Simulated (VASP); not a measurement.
Set up this calculation in VASP 6.6.1, as the native input.

| Property | Result |
| --- | --- |
| Task | single point |
| Functional | PBE |
| Potentials or basis | VASP PAW PBE potentials, release 64 (Sn_d) |
| Cutoff | 520 eV |
| k mesh | 9 × 9 × 9 |
| Occupations | gaussian, width 0.027 eV |
| Spin | no spin polarisation |
| Dipole correction | no |
| Further INCAR settings | ALGO = Normal; EDIFF = 1e-06; NBANDS = 21 |

The structure of Sn lies in POSCAR:

```
Sn
1.0
   -2.9401404553      2.9401404553      1.5993019889
    2.9401404553     -2.9401404553      1.5993019889
    2.9401404553      2.9401404553     -1.5993019889
Sn
2
Direct
    0.0000000000      0.0000000000      0.0000000000
    0.7500000000      0.2500000000      0.5000000000
```

One way to write it, as run:

INCAR

```
SYSTEM = Sn
PREC     = Accurate       ! precision mode
ENCUT    = 520            ! plane-wave cutoff, eV
EDIFF    = 1E-6           ! SCF threshold, eV
ISMEAR   = 0              ! smearing method
SIGMA    = 0.027000000000000003 ! smearing width, eV
LREAL    = .False.        ! projectors in reciprocal space
LASPH    = .True.         ! aspherical terms in the spheres
NELM     = 100            ! most SCF steps
ALGO     = Normal         ! electronic algorithm
ISIF     = 2              ! what is computed and relaxed
LWAVE    = .False.        ! write WAVECAR
LCHARG   = .False.        ! write CHGCAR
GGA      = PE             ! functional
NBANDS   = 21             ! bands
```

KPOINTS

```
regular mesh
0
Gamma
  9 9 9
  0 0 0
```

Potentials or basis: VASP PAW PBE potentials, release 64 (Sn_d).

The run is started by

```bash
$ cat potpaw_PBE.64/Sn_d/POTCAR > POTCAR
$ mpirun -np 1 vasp_std > vasp.out
```

It gave:

```
Pressure               : 1.4 GPa
Band gap on the k mesh : zero (band 14 reaches 8.97 eV, above the bottom of band 15 at 5.01 eV)
```

Caveat: spin-orbit coupling is left out, which moves the levels of the heavy elements.

Run time: 30 s on 1 thread of Intel(R) Xeon(R) 6975P-C (Granite Rapids) (shared host), peak memory 0.23 GiB.
